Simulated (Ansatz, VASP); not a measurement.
SrC8: VASP beside Ansatz

```
Sr C
1.0
     4.99023    0.00000    0.00000
    -2.49511    4.32166    0.00000
     0.00000    0.00000    4.93261
Sr C
1 8
Direct
  0.00000 0.00000 0.50000
  0.16720 0.33440 0.00000
  0.83280 0.16720 0.00000
  0.33440 0.16720 0.00000
  0.66560 0.83280 0.00000
  0.16720 0.83280 0.00000
  0.83280 0.66560 0.00000
  0.33333 0.66667 0.00000
  0.66667 0.33333 0.00000
```

Change from the starting cell: species swapped into the CsC8 type (P6/mmm, No. 191).

Alike in both runs: functional PBE; k mesh 6 × 6 × 4; occupations gaussian, width 0.1 eV; no spin polarisation.

Ansatz relaxed the structure, and its values are those at the end. VASP's run is a single point on that final structure, the one shown.

|  | VASP | Ansatz |
| --- | --- | --- |
| version | VASP 6.6.1 | Ansatz 0.2.0 |
| potentials or method | VASP PAW PBE potentials, release 64 (Sr_sv, C), cutoff 520 eV | scalar-relativistic, plane waves, PAW |
| valence electrons in the cell | 42 | 42 |

```csv
,VASP,Ansatz,Ansatz less VASP
gap on the k mesh at the Fermi level (eV),none,none,-
pressure (GPa),0.5,0.1,-0.41
rms of the force components (eV/Å),0.004,0.000,-0.0034
```

A gap of «none» marks a metal or a gap that the smearing closes.
